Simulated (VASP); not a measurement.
A run of VASP 6.6.1 is set up as follows.

Contents of INCAR:

```
PREC     = Accurate       # precision mode
ENCUT    = 520            # plane-wave cutoff, eV
EDIFF    = 1E-7           # SCF threshold, eV
ISMEAR   = 0              # smearing method
SIGMA    = 0.1            # smearing width, eV
LREAL    = F              # projectors in reciprocal space
LASPH    = T              # aspherical terms in the spheres
NELM     = 80             # most SCF steps
ALGO     = Normal         # electronic algorithm
ISIF     = 2              # what is computed and relaxed
LWAVE    = F              # write WAVECAR
LCHARG   = F              # write CHGCAR
GGA      = PE             # functional
NBANDS   = 16             # bands
```

File KPOINTS:

```
Automatic mesh
0
Gamma
  6 6 2
```

POSCAR

```
SiC3
1.0
    2.6566235900      0.0000000000      0.0000000000
   -1.3283118000      2.3007035200      0.0000000000
    0.0000000000      0.0000000000      8.7757671300
Si C
1 3
Direct
    0.6666666700      0.3333333300      0.5000000000
    0.3333333300      0.6666666700      0.7500000000
    0.3333333300      0.6666666700      0.2500000000
    0.6666666700      0.3333333300      0.0000000000
```

Potentials or basis: VASP PAW PBE potentials, release 64 (Si, C).

Command:

```bash
$ cat potpaw_PBE.64/Si/POTCAR potpaw_PBE.64/C/POTCAR > POTCAR
$ mpirun -np 1 vasp_std > vasp.out
```

Problem. Estimate the largest force.

Solution. 0.106 eV/Å.

Problem. Predict the band gap on the k mesh.

Solution. Zero (bands 8 and 9 overlap by 5.46 eV).

Forces in eV/Å, atoms in the order of the input:
```
Si   0.000  0.000  0.000
C    0.000  0.000  0.106
C    0.000  0.000 -0.106
C    0.000  0.000  0.000
```

Caveat: the k points lie up to 0.46 Å⁻¹ apart, too coarse for converged energies and pressures of a metal.
